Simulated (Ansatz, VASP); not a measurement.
**CdTe: VASP beside Ansatz**

```
Cd Te
1.0
     0.00000    3.27996    3.18156
     3.27996    0.00000    3.18156
     3.27996    3.27996    0.00000
Cd Te
1 1
Direct
  0.00000 0.00000 0.00000
  0.25000 0.25000 0.25000
```

Change from the starting cell: uniaxial_z strain -3.0%.

Alike in both runs: task single point; functional HSE06; k mesh 4 × 4 × 4; no spin polarisation.

```csv
,VASP,Ansatz
version,VASP 6.6.1,Ansatz 0.2.0
potentials or method,"VASP PAW PBE potentials, release 64 (Cd, Te)","plane waves, PAW"
plane-wave cutoff (eV),520,420
occupations,"gaussian, width 0.01 eV",fixed
valence electrons in the cell,18,36
```

VASP gave:

```
gap on the k mesh at the Fermi level (eV)                     : 1.48
pressure (GPa)                                                : 1.6
traceless stress, the component that is largest in VASP (GPa) : 0.33
```

Estimate Ansatz's values.

gap on the k mesh at the Fermi level (eV): 1.56; pressure (GPa): 1.5; traceless stress, the component that is largest in VASP (GPa): 0.33.

VASP's potentials hold 18 valence electrons a cell and Ansatz's 36, so a difference there can come from the potentials and not from the codes. Ansatz's warnings: stress exchange threshold loose, stress scf threshold loose.

Neither program's run includes spin-orbit coupling.
